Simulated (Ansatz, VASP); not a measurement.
**BaTiO3 in VASP and in Ansatz**

INCAR

```
SYSTEM = BaTiO3
PREC = Accurate
ENCUT = 520
EDIFF = 1E-7
ISMEAR = 0
SIGMA = 0.05
LREAL = .False.
LASPH = .True.
NELM = 60
ALGO = Normal
ISIF = 2
LWAVE = .False.
LCHARG = .True.
GGA = PE
LELF = .True.
LVHAR = .True.
NBANDS = 28
```

Contents of KPOINTS:

```
Automatic mesh
0
Gamma
  6 6 6
  0 0 0
```

The input POSCAR:

```
BaTiO3
1.0
    2.8630706910      1.6529946342      2.3563003940
   -2.8630706910      1.6529946342      2.3563003940
    0.0000000000     -3.3059892684      2.3563003940
Ba Ti O
1 1 3
Direct
   -0.0374848901     -0.0374848901     -0.0374848901
    0.5191875227      0.5191875227      0.5191875227
    0.4883938465      0.4883938465      0.9777702638
    0.4883938465      0.9777702638      0.4883938465
    0.9777702638      0.4883938465      0.4883938465
```

Input for Ansatz:

```yaml
crystal:
  lattice:
    - [2.863070691, 1.6529946342, 2.356300394]
    - [-2.863070691, 1.6529946342, 2.356300394]
    - [0.0, -3.3059892684, 2.356300394]
  atoms:
    - { symbol: Ba, position: [-0.0374848901, -0.0374848901, -0.0374848901] }
    - { symbol: Ti, position: [0.5191875227, 0.5191875227, 0.5191875227] }
    - { symbol: O, position: [0.4883938465, 0.4883938465, 0.9777702638] }
    - { symbol: O, position: [0.4883938465, 0.9777702638, 0.4883938465] }
    - { symbol: O, position: [0.9777702638, 0.4883938465, 0.4883938465] }
basis:
  ecutwfc: 420
kpoints:
  mp_grid: { grid: [6, 6, 6] }
hamiltonian:
  xc: pbe
scf:
  occupations: { method: gaussian, width: 0.05 }
output:
  forces: true
  stress: true
  eigenvalues: true
```

Alike in both runs: task single point; functional PBE; k mesh 6 × 6 × 6; occupations gaussian, width 0.05 eV; no spin polarisation.

```csv
,VASP,Ansatz
version,VASP 6.6.1,Ansatz 0.2.0
potentials or method,"VASP PAW PBE potentials, release 64 (Ba_sv, Ti_sv, O), cutoff 520 eV","scalar-relativistic, plane waves, PAW"
valence electrons in the cell,40,40
```

VASP gave:

* gap on the k mesh at the Fermi level (eV): 2.53
* least direct gap on the mesh (eV): 3.08
* pressure (GPa): 3.1
* traceless stress, the component that is largest in VASP (GPa): 2.38
* rms of the force components (eV/Å): 0.553

Q: Which values does Ansatz return?

A: gap on the k mesh at the Fermi level (eV): 2.59; least direct gap on the mesh (eV): 3.10; pressure (GPa): 1.4; traceless stress, the component that is largest in VASP (GPa): 2.35; rms of the force components (eV/Å): 0.510.

Atom by atom the forces differ by 0.059 eV/Å (rms over components).

Spin-orbit coupling is off throughout.
